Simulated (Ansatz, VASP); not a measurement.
SnO: VASP beside Ansatz

INCAR

```
PREC = Accurate
ENCUT = 520
EDIFF = 1E-7
ISMEAR = 0
SIGMA = 0.15
LREAL = False
LASPH = True
NELM = 100
ALGO = Normal
ISIF = 2
LWAVE = False
LCHARG = False
GGA = PE
IVDW = 12
NBANDS = 28
```

Contents of KPOINTS:

```
regular mesh
0
Gamma
  12 12 10
```

Contents of POSCAR:

```
SnO
1.0
    3.8370962941      0.0000000000      0.0000000000
    0.0000000000      3.8370962941      0.0000000000
    0.0000000000      0.0000000000      4.7621297486
Sn O
2 2
Direct
    0.0000000000      0.5000000000      0.2432421493
    0.5000000000      0.0000000000      0.7567578507
    0.0414633915      0.0414633915      0.0000000000
    0.5000000000      0.5000000000      0.0000000000
```

Input for Ansatz:

```yaml
crystal:
  lattice:
    - [3.8370962941, 0.0, 0.0]
    - [0.0, 3.8370962941, 0.0]
    - [0.0, 0.0, 4.7621297486]
  atoms:
    - { symbol: Sn, position: [0.0, 0.5, 0.2432421493] }
    - { symbol: Sn, position: [0.5, 0.0, 0.7567578507] }
    - { symbol: O, position: [0.0414633915, 0.0414633915, 0.0] }
    - { symbol: O, position: [0.5, 0.5, 0.0] }
basis:
  ecutwfc: 420
kpoints:
  mp_grid: { grid: [12, 12, 10] }
hamiltonian:
  xc: pbe
  dispersion: d3bj
scf:
  occupations: { method: gaussian, width: 0.15 }
output:
  forces: true
  stress: true
  eigenvalues: true
  write_density: true
  write_potential: true
  elf: true
  volumetric_format: npy
```

Alike in both runs: task single point; functional PBE; dispersion D3(BJ); k mesh 12 × 12 × 10; occupations gaussian, width 0.15 eV; no spin polarisation.

|  | VASP | Ansatz |
| --- | --- | --- |
| version | VASP 6.6.1 | Ansatz 0.2.0 |
| potentials or method | VASP PAW PBE potentials, release 64 (Sn_d, O), cutoff 520 eV | scalar-relativistic, plane waves, PAW |
| valence electrons in the cell | 40 | 40 |

|  | VASP | Ansatz | Ansatz less VASP |
| --- | --- | --- | --- |
| gap on the k mesh at the Fermi level (eV) | none | none | - |
| pressure (GPa) | 1.7 | 1.5 | -0.23 |
| traceless stress, the component that is largest in VASP (GPa) | 1.43 | 1.35 | -0.079 |
| rms of the force components (eV/Å) | 0.645 | 0.632 | -0.0130 |

Atom by atom the forces differ by 0.035 eV/Å (rms over components). A gap of «none» marks a metal or a gap that the smearing closes.
